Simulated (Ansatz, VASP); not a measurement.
## PbS in VASP and in Ansatz

INCAR

```
SYSTEM = PbS
PREC = Accurate ; ENCUT = 520
EDIFF = 1E-8 ; ISMEAR = -1
SIGMA = 0.01 ; LREAL = .False.
LASPH = .True. ; NELM = 80
ALGO = Normal ; ISIF = 2
LWAVE = .False. ; LCHARG = .False.
GGA = PE ; LEFG = .True.
NBANDS = 17
```

KPOINTS

```
regular mesh
0
Gamma
  8 8 8
  0 0 0
```

File POSCAR:

```
PbS
1.0
    0.0000000000      2.9057000000      2.9650000000
    2.9057000000      0.0000000000      2.9650000000
    2.9057000000      2.9057000000      0.0000000000
Pb S
1 1
Direct
    0.0000000000      0.0000000000      0.0000000000
    0.5000000000      0.5000000000      0.5000000000
```

Input for Ansatz:

```yaml
crystal:
  lattice:
    - [0.0, 2.9057, 2.965]
    - [2.9057, 0.0, 2.965]
    - [2.9057, 2.9057, 0.0]
  atoms:
    - { symbol: Pb, position: [0.0, 0.0, 0.0] }
    - { symbol: S, position: [0.5, 0.5, 0.5] }
kpoints:
  mp_grid: { grid: [8, 8, 8] }
scf:
  occupations: { method: fermi_dirac, width: 0.01 }
hamiltonian:
  xc: pbe
  pseudopotentials: { kind: all_electron, datasets: crystal }
output:
  forces: true
  stress: true
  eigenvalues: true
  efg: { contact_densities: true }
```

Change from the starting cell: equal xx and yy strain of -2 %, crystal datasets.

Alike in both runs: task electric field gradients; functional PBE; k mesh 8 × 8 × 8; occupations fermi-dirac, width 0.01 eV; no spin polarisation.

|  | VASP | Ansatz |
| --- | --- | --- |
| version | VASP 6.6.1 | Ansatz 0.2.0 |
| potentials or method | VASP PAW PBE potentials, release 64 (Pb_d, S), cutoff 520 eV | all-electron PAW with datasets made for the crystal, scalar-relativistic |

```csv
,VASP,Ansatz,Ansatz less VASP
pressure (GPa),5.0,5.1,+0.09
"traceless stress, the component that is largest in VASP (GPa)",-2.05,-2.05,+0.001
size of Vzz on the site where it differs most (V/Å²),61.5,67.2,+5.74
```

Ansatz ran all-electron here, and VASP with PAW potentials.

Spin-orbit coupling is off throughout.
